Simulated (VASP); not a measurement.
Input of a VASP 6.6.1 run:

The input INCAR:

```
ALGO = Normal
EDIFF = 1E-6
ENCUT = 520
GGA = RE
ISIF = 2
ISMEAR = -1
LASPH = True
LCHARG = False
LREAL = False
LWAVE = False
NBANDS = 12
NELM = 100
PREC = Accurate
SIGMA = 0.1
```

File KPOINTS:

```
k-points
0
Gamma
  14 14 14
```

File POSCAR:

```
Zn
1.0
   -1.5838708455      1.5838708455      1.5838708455
    1.5838708455     -1.5838708455      1.5838708455
    1.5838708455      1.5838708455     -1.5838708455
Zn
1
Direct
    0.0000000000      0.0000000000      0.0000000000
```

Potentials or basis: VASP PAW PBE potentials, release 64 (Zn).

Launch:

```sh
$ cat potpaw_PBE.64/Zn/POTCAR > POTCAR
$ mpirun -np 1 vasp_std > vasp.out
```

**Question.** Estimate the band gap on the k mesh.

**Answer.** Zero (band 6 reaches 7.15 eV, above the bottom of band 7 at 1.98 eV).

**Question.** What does it give for the pressure?

**Answer.** 0.2 GPa.

Caveat: the PAW data sets were made with another functional, which shifts forces and pressure a little.
